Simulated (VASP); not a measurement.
Here is a VASP 6.6.1 calculation.

The input INCAR:

```
SYSTEM = Sc3AlP
PREC     = Accurate       ! precision mode
ENCUT    = 600            ! plane-wave cutoff, eV
EDIFF    = 1E-7           ! SCF threshold, eV
ISMEAR   = 0              ! smearing method
SIGMA    = 0.1            ! smearing width, eV
LREAL    = .FALSE.        ! projectors in reciprocal space
LASPH    = .TRUE.         ! aspherical terms in the spheres
NELM     = 100            ! most SCF steps
ALGO     = Normal         ! electronic algorithm
ISIF     = 3              ! what is computed and relaxed
LWAVE    = .FALSE.        ! write WAVECAR
LCHARG   = .FALSE.        ! write CHGCAR
GGA      = PE             ! functional
IBRION   = 2              ! ionic algorithm
NSW      = 100            ! ionic steps
EDIFFG   = -0.01          ! ionic threshold
```

The input KPOINTS:

```
Automatic mesh
0
G
  8 8 8
  0 0 0
```

POSCAR

```
Sc3AlP
1.0
    5.0030821697      0.0000000000      0.0000000000
    0.0000000000      5.0030821697      0.0000000000
    0.0000000000      0.0000000000      5.0030821697
Sc Al P
3 1 1
Direct
    0.0000000000      0.5000000000      0.0000000000
    0.5000000000      0.0000000000      0.0000000000
    0.0000000000      0.0000000000      0.5000000000
    0.0000000000      0.0000000000      0.0000000000
    0.5000000000      0.5000000000      0.5000000000
```

Potentials or basis: VASP PAW PBE potentials, release 64 (Sc_sv, Al, P).

Command:

```sh
$ cat potpaw_PBE.64/Sc_sv/POTCAR potpaw_PBE.64/Al/POTCAR potpaw_PBE.64/P/POTCAR > POTCAR
$ mpirun -np 1 vasp_std > vasp.out
```

Predict the space group after relaxing (to 0.1 Å).

Pm-3m (No. 221).

What does it give for the relaxed cell?

a = 5.011 Å, b = 5.011 Å, c = 5.011 Å, α = 90.00°, β = 90.00°, γ = 90.00°.

What does it give for the band gap on the k mesh?

Zero (an odd number of electrons rules out a gap without spin polarisation).

The path:
| step | energy change (eV) | largest force (eV/Å) | pressure (GPa) | volume (Å³) |
| --- | --- | --- | --- | --- |
| 1 | 0.0000 | 0.0000 | 0.22 | 125.23 |
| 2 | -0.0004 | 0.0000 | -0.02 | 125.86 |
